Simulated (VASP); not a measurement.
# Sr: electric field gradients with r2SCAN

The system is Sr.

```
CELL_PARAMETERS angstrom
0.00000 2.98218 2.98218
2.98218 0.00000 2.98218
2.98218 2.98218 0.00000
ATOMIC_POSITIONS crystal
Sr 0.00000 0.00000 0.00000
```

This cell differs from its parent crystal: volume scaled by 0.95.

```json
{
  "Program": "VASP 6.6.1",
  "Task": "electric field gradients",
  "Functional": "r2SCAN",
  "Potentials or basis": "VASP PAW PBE potentials, release 64 (Sr_sv)",
  "Cutoff": "520 eV",
  "k mesh": "9 × 9 × 9",
  "Occupations": "fermi-dirac, width 0.03 eV",
  "Spin": "no spin polarisation",
  "Dipole correction": "no",
  "Further INCAR settings": "ALGO = Normal; EDIFF = 1e-08; NBANDS = 11"
}
```

```yaml
Pressure: 0.8 GPa
Band_gap_on_the_k_mesh: 0.07 eV, indirect (least direct gap 0.28 eV)
```

Levels at points of the mesh, in eV from the valence-band top:
```csv
k point,band 3,band 4,band 5,band 6,band 7,band 8
"(0.00, 0.00, 0.00)",-19.14,-19.14,-3.83,2.80,2.80,2.80
```

It took 38 s on 1 thread of Intel(R) Xeon(R) 6975P-C (Granite Rapids), with other jobs on the host, peak memory 0.18 GiB.

Caveat: without QUAD_EFG the Cq values of the log hold for a quadrupole moment of 1 mb, not for the nuclei; the PAW data sets were made with another functional, which shifts forces and pressure a little. A k mesh can miss the band edges.
